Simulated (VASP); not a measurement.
A run of VASP 6.6.1:

The input INCAR:

```
ALGO = Normal
EDIFF = 1E-6
ENCUT = 520
GGA = RE
ISIF = 2
ISMEAR = 0
IVDW = 12
LASPH = True
LCHARG = False
LREAL = False
LWAVE = False
NBANDS = 28
NELM = 60
PREC = Accurate
SIGMA = 0.01
```

The input KPOINTS:

```
k-points
0
Gamma
  6 6 6
```

Contents of POSCAR:

```
BaTiO3
1.0
    3.9933045771      0.0000000000      0.0000000000
    0.0000000000      3.9933045771      0.0000000000
    0.0000000000      0.0000000000      3.9933045771
Ba Ti O
1 1 3
Direct
    0.5000000000      0.5000000000      0.5000000000
    0.0000000000      0.0000000000      0.0000000000
    0.5000000000      0.0000000000      0.0000000000
    0.0000000000      0.0000000000      0.5000000000
    0.0000000000      0.5000000000      0.0000000000
```

Potentials or basis: VASP PAW PBE potentials, release 64 (Ba_sv, Ti_sv, O).

Command:

```sh
$ cat potpaw_PBE.64/Ba_sv/POTCAR potpaw_PBE.64/Ti_sv/POTCAR potpaw_PBE.64/O/POTCAR > POTCAR
$ mpirun -np 1 vasp_std > vasp.out
```

Hardware: 1 thread of Intel(R) Xeon(R) 6975P-C (Granite Rapids), with other jobs on the host.

Task: Estimate the wall time of this run.

Result: Run time: 17 s on 1 thread of Intel(R) Xeon(R) 6975P-C (Granite Rapids) (shared host), peak memory 0.2 GiB. Counts: scf iterations 16, k points 20.
